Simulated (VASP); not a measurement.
# Au (Im-3m) in VASP: further runs

Runs on Au. Level: PBE. Tasks: single point.

All numbers are computed with VASP 6.6.1; they aren't measurements. Logs are shortened: lines on timing, memory, paths and dates and some standing lists are left out, and cuts for length are marked.

## 1. The cell of the first run

It takes space group Im-3m (No. 229, cubic). The conventional cell has a = 3.294 Å, b = 3.294 Å, c = 3.294 Å, α = 90.00°, β = 90.00°, γ = 90.00°. Within 3.8 Å of Au (site symmetry m-3m) lie 14 Au at 2.85 to 3.29 Å.

## 2. Single point, PBE

Input file INCAR:

```
SYSTEM = Au
PREC     = Accurate       ! precision mode
ENCUT    = 520            ! plane-wave cutoff, eV
EDIFF    = 1E-7           ! SCF threshold, eV
ISMEAR   = 0              ! smearing method
SIGMA    = 0.1            ! smearing width, eV
LREAL    = .False.        ! projectors in reciprocal space
LASPH    = .True.         ! aspherical terms in the spheres
NELM     = 60             ! most SCF steps
ALGO     = Normal         ! electronic algorithm
ISIF     = 2              ! what is computed and relaxed
LWAVE    = .False.        ! write WAVECAR
LCHARG   = .False.        ! write CHGCAR
GGA      = PE             ! functional
NBANDS   = 12             ! bands
```

Input file KPOINTS:

```
regular mesh
0
Gamma
  18 18 18
  0 0 0
```

Input file POSCAR:

```
Au
1.0
   -1.6468277839      1.6468277839      1.6468277839
    1.6468277839     -1.6468277839      1.6468277839
    1.6468277839      1.6468277839     -1.6468277839
Au
1
Direct
    0.0000000000      0.0000000000      0.0000000000
```

Potentials or basis: VASP PAW PBE potentials, release 64 (Au).

Run with:

```sh
$ cat potpaw_PBE.64/Au/POTCAR > POTCAR
$ mpirun -np 1 vasp_std > vasp.out
```

OUTCAR:

```text
SYSTEM = Au
   PREC = Accurate
   ENCUT = 520
   EDIFF = 1E-7
   ISMEAR = 0
   LREAL = .False.
   LASPH = .True.
   NELM = 60
   ISIF = 2
   GGA = PE

 ion  position               nearest neighbor table
   1  0.000  0.000  0.000-

  LATTYP: Found a body centered cubic cell.
 ALAT       =     3.2936555678

  Lattice vectors:

 A1 = (  -1.6468277839,   1.6468277839,   1.6468277839)
 A2 = (   1.6468277839,  -1.6468277839,   1.6468277839)
 A3 = (   1.6468277839,   1.6468277839,  -1.6468277839)

Analysis of symmetry for initial positions (statically):
=====================================================================
 Subroutine PRICEL returns:
 Original cell was already a primitive cell.

 Routine SETGRP: Setting up the symmetry group for a
 body centered cubic supercell.

 Subroutine GETGRP returns: Found 48 space group operations
 (whereof 48 operations were pure point group operations)
 out of a pool of 48 trial point group operations.

The static configuration has the point symmetry O_h .

Analysis of symmetry for dynamics (positions and initial velocities):
=====================================================================
 Subroutine PRICEL returns:
 Original cell was already a primitive cell.

 Routine SETGRP: Setting up the symmetry group for a
 body centered cubic supercell.

 Subroutine GETGRP returns: Found 48 space group operations
 (whereof 48 operations were pure point group operations)
 out of a pool of 48 trial point group operations.

The dynamic configuration has the point symmetry O_h .

 Subroutine INISYM returns: Found 48 space group operations
 (whereof 48 operations are pure point group operations),
 and found     1 'primitive' translations

----------------------------------------------------------------------------------------

                                     Primitive cell

  volume of cell :      17.8651

  direct lattice vectors                    reciprocal lattice vectors
    -1.646827784  1.646827784  1.646827784     0.000000000  0.303614018  0.303614018
     1.646827784 -1.646827784  1.646827784     0.303614018  0.000000000  0.303614018
     1.646827784  1.646827784 -1.646827784     0.303614018  0.303614018  0.000000000

  length of vectors
     2.852389393  2.852389393  2.852389393     0.429375062  0.429375062  0.429375062

  position of ions in fractional coordinates (direct lattice)
     0.000000000  0.000000000  0.000000000

  ion indices of the primitive-cell ions
   primitive index   ion index
                 1           1

----------------------------------------------------------------------------------------

 KPOINTS: regular mesh

Automatic generation of k-mesh.
 Grid dimensions read from file:
 generate k-points for:   18   18   18

 Generating k-lattice:

  Cartesian coordinates                     Fractional coordinates (reciprocal lattice)
     0.000000000  0.016867445  0.016867445     0.055555556  0.000000000  0.000000000
     0.016867445  0.000000000  0.016867445     0.000000000  0.055555556  0.000000000
     0.016867445  0.016867445  0.000000000     0.000000000  0.000000000  0.055555556

  Length of vectors
     0.023854170  0.023854170  0.023854170

  Shift w.r.t. Gamma in fractional coordinates (k-lattice)
     0.000000000  0.000000000  0.000000000

 Subroutine IBZKPT returns following result:
 ===========================================

 Found    195 irreducible k-points:

 Following reciprocal coordinates:
            Coordinates               Weight
  0.000000  0.000000  0.000000      1.000000
  0.055556  0.000000  0.000000     12.000000
  0.111111  0.000000  0.000000     12.000000
  0.166667  0.000000  0.000000     12.000000
  0.222222  0.000000  0.000000     12.000000
  0.277778  0.000000  0.000000     12.000000
[... 16 lines left out ...]
  0.333333  0.111111  0.000000     48.000000
  0.388889  0.111111  0.000000     48.000000
 [... further k-points ...]
   k-points           NKPTS =    195   k-points in BZ     NKDIM =    195   number of bands    NBANDS=     12
   number of dos      NEDOS =    301   number of ions     NIONS =      1
   total plane-waves  NPLWV =  13824
   dimension x,y,z NGX =    24 NGY =   24 NGZ =   24
   dimension x,y,z NGXF=    48 NGYF=   48 NGZF=   48
   ions per type =               1
   NGX,Y,Z   is equivalent  to a cutoff of  13.99, 13.99, 13.99 a.u.
   NGXF,Y,Z  is equivalent  to a cutoff of  27.98, 27.98, 27.98 a.u.
 SYSTEM =  Au
   PREC   = accura    normal or accurate (medium, high low for compatibility)
   ISTART =      0    job   : 0-new  1-cont  2-samecut
   ICHARG =      2    charge: 1-file 2-atom 10-const
   ISPIN  =      1    spin polarized calculation?
   LNONCOLLINEAR =      F non collinear calculations
   LSORBIT =      F    spin-orbit coupling
   LASPH  =      T    aspherical Exc in radial PAW
   ENCUT  =  520.0 eV  38.22 Ry    6.18 a.u.   5.30  5.30  5.30*2*pi/ulx,y,z
   NELM   =     60;   NELMIN=  2; NELMDL= -5     # of ELM steps
   EDIFF  = 0.1E-06   stopping-criterion for ELM
   LREAL  =      F    real-space projection
   EDIFFG = 0.1E-05   stopping-criterion for IOM
   NSW    =      0    number of steps for IOM
   IBRION =     -1    ionic relax: 0-MD 1-quasi-New 2-CG
   NFREE  =      0    steps in history (QN), initial steepest desc. (CG)
   ISIF   =      2    stress and relaxation
   ISYM   =      2    0-nonsym 1-usesym 2-fastsym
   POTIM  = 0.5000    time-step for ionic-motion
   TEBEG  =    0.0;   TEEND  =   0.0 temperature during run
   PSTRESS=    0.0 pullay stress
   NELECT =      11.0000    total number of electrons
   NUPDOWN=      -1.0000    fix difference up-down
   EMIN   =  10.00;   EMAX   =-10.00  energy-range for DOS
   EFERMI =   0.00;   METHOD = LEGACY
   ISMEAR =     0;   SIGMA  =   0.10  broadening in eV -4-tet -1-fermi 0-gaus
   EFERMI_NEDOS =   21; number of points for ismear=-14 and -15
   IALGO  =     38    algorithm
   IMIX   =      4    mixing-type and parameters
     AMIX     =   0.40;   BMIX     =  1.00
     AMIX_MAG =   1.60;   BMIX_MAG =  1.00
  volume/ion in A,a.u.               =      17.87       120.56
  Fermi-wavevector in a.u.,A,eV,Ry     =   1.392743  2.631902 26.391657  1.939732
  Thomas-Fermi vector in A             =   2.516456
   LORBIT       =      0    0 simple, 1 ext, 2 COOP (PROOUT), +10 PAW based schemes
   GGA     = PE    functional components
   LHFCALC =     F    Hartree Fock is set to
   AEXX    =    0.0000 exact exchange contribution
   IVDW    =     0    specifies the selected vdW correction
   LEPSILON=     F    determine dielectric tensor
   LRPA    =     F    only Hartree local field effects (RPA)
 non-spin polarized calculation
 Gauss-broadening in eV      SIGMA  =   0.10
  energy-cutoff  :      520.00
  volume of cell :       17.87
 maximum number of plane-waves:       496
 NGX is ok and might be reduce to    24
   NGX = 11   NGY = 11   NGZ = 11

 number of electron      11.0000000 magnetization

 Free energy of the ion-electron system (eV)
  ---------------------------------------------------
  ext. energy  EPLUGINS =         0.00000000
  ---------------------------------------------------
  free energy    TOTEN  =        -3.20103228 eV

  energy without entropy =       -3.20029204  energy(sigma->0) =       -3.20066216

 E-fermi :   8.7669     XC(G=0): -12.4390

 val. band max:        8.7217006694   @ k =   0.3889   0.0556   0.0556
 cond. band min:       8.8434124515   @ k =  -0.3333   0.3333   0.3333
 fundamental gap:      0.1217117821
 Fermi energy:         8.7668937510

 k-point     1 :       0.0000    0.0000    0.0000
  band No.  band energies     occupation
      1      -0.6493      2.00000
      2       4.0843      2.00000
      3       4.0843      2.00000
      4       4.0843      2.00000
      5       5.8767      2.00000
      6       5.8767      2.00000
      7      25.2187      0.00000
      8      25.2187      0.00000
      9      25.2187      0.00000
     10      32.2034      0.00000
     11      32.2034      0.00000
     12      32.2034      0.00000

 k-point     2 :       0.0556    0.0000    0.0000
  band No.  band energies     occupation
      1      -0.5397      2.00000
      2       4.0506      2.00000
      3       4.0877      2.00000
      4       4.1595      2.00000
      5       5.8359      2.00000
      6       5.8789      2.00000
      7      25.1920      0.00000
      8      25.2445      0.00000
      9      25.3547      0.00000
     10      30.9455      0.00000
     11      30.9793      0.00000
     12      31.7973      0.00000

 k-point     3 :       0.1111    0.0000    0.0000
  band No.  band energies     occupation
      1      -0.2193      2.00000
      2       3.9548      2.00000
      3       4.0950      2.00000
      4       4.3811      2.00000
      5       5.7359      2.00000
      6       5.8866      2.00000
      7      24.8949      0.00000
      8      25.2130      0.00000
      9      25.7508      0.00000
     10      29.2666      0.00000
     11      29.7176      0.00000
     12      30.7160      0.00000
[... 286 lines left out ...]
 k-point    23 :       0.3333    0.1111    0.0000
  band No.  band energies     occupation
      1       2.1472      2.00000
      2       3.2577      2.00000
      3       5.0937      2.00000
      4       5.7143      2.00000
      5       6.1988      2.00000
      6       7.8547      2.00000
      7      14.8963      0.00000
      8      20.7993      0.00000
      9      22.5748      0.00000
     10      29.0191      0.00000
     11      31.3350      0.00000
     12      31.6139      0.00000

 k-point    24 :       0.3889    0.1111    0.0000
  band No.  band energies     occupation
      1       2.1341      2.00000
      2       3.1837      2.00000
      3       5.4737      2.00000
      4       5.7543      2.00000
      5       6.4905      2.00000
      6       8.8913      0.07857
      7      12.9904      0.00000
      8      20.3391      0.00000
      9      22.0512      0.00000
     10      29.5523      0.00000
     11      31.3094      0.00000
     12      31.5144      0.00000

 [... further k-points ...]
[... 5 lines left out ...]
  --------------------------------------------------------------------------------------
  -------------------------------------------------------------------------------------
  Total        0.0834429      0.0834429      0.0834429      0.0000000      0.0000000     -0.0000000
  in kB        7.4833352      7.4833352      7.4833352      0.0000000      0.0000000     -0.0000000
  external PRESSURE =       7.4833352 kB  Pullay stress =       0.0000000 kB

 VOLUME and BASIS-vectors are now :
 -----------------------------------------------------------------------------
  energy-cutoff  :      520.00
  volume of cell :       17.87
      direct lattice vectors                 reciprocal lattice vectors
    -1.646827784  1.646827784  1.646827784     0.000000000  0.303614018  0.303614018
     1.646827784 -1.646827784  1.646827784     0.303614018  0.000000000  0.303614018
     1.646827784  1.646827784 -1.646827784     0.303614018  0.303614018  0.000000000

 POSITION                                       TOTAL-FORCE (eV/Angst)
 -----------------------------------------------------------------------------------
      0.00000      0.00000      0.00000        -0.000000      0.000000      0.000000
 -----------------------------------------------------------------------------------
    total drift:                               -0.000000      0.000000      0.000000

  FREE ENERGIE OF THE ION-ELECTRON SYSTEM (eV)
  ---------------------------------------------------
  free  energy   TOTEN  =        -3.2010322817 eV

  energy  without entropy=       -3.2002920424  energy(sigma->0) =       -3.20066216
```

Run time: 14 s. Hardware: 1 thread of Intel Xeon Platinum 8559C (Emerald Rapids), shared host; peak memory 0.17 GiB.

What came out:

```
Free energy : -3.2010 eV
Pressure    : 0.7 GPa
```

Caveat: spin-orbit coupling is left out, which moves the levels of the heavy elements.

(Continued in part 2 of 2.)
